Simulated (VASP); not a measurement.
Here is a VASP 6.6.1 calculation.

Contents of INCAR:

```
SYSTEM = Pt
  ALGO = Normal
  DIPOL = 0.5 0.5 0.500
  EDIFF = 1E-7
  ENCUT = 520
  GGA = PE
  GGA_COMPAT = .FALSE.
  IDIPOL = 3
  ISIF = 2
  ISMEAR = -1
  LASPH = .TRUE.
  LCHARG = .TRUE.
  LDIPOL = .TRUE.
  LMAXMIX = 4
  LORBIT = 11
  LORBMOM = .TRUE.
  LREAL = .FALSE.
  LSORBIT = .TRUE.
  LVACPOTAV = .TRUE.
  LVHAR = .TRUE.
  LWAVE = .FALSE.
  MAGMOM = 0 0 0
  NBANDS = 21
  NELM = 150
  PREC = Accurate
  SIGMA = 0.08
```

Contents of KPOINTS:

```
k-points
0
G
  12 12 1
  0 0 0
```

POSCAR

```
Pt
1.0
    2.8080030019      0.0000000000      0.0000000000
    0.0000000000      2.8080030019      0.0000000000
    0.0000000000      0.0000000000     16.0000000000
Pt
1
Direct
    0.0000000000      0.0000000000      0.5000000000
```

Potentials or basis: VASP PAW PBE potentials, release 64 (Pt).

Launch:

```bash
$ cat potpaw_PBE.64/Pt/POTCAR > POTCAR
$ mpirun -np 1 vasp_ncl > vasp.out
```

Problem. Estimate the net moment.

Solution. 0.00 μB per cell.

Moments on the atoms (μB; x, y, z):
```
Pt  0.00 0.00 0.00
```
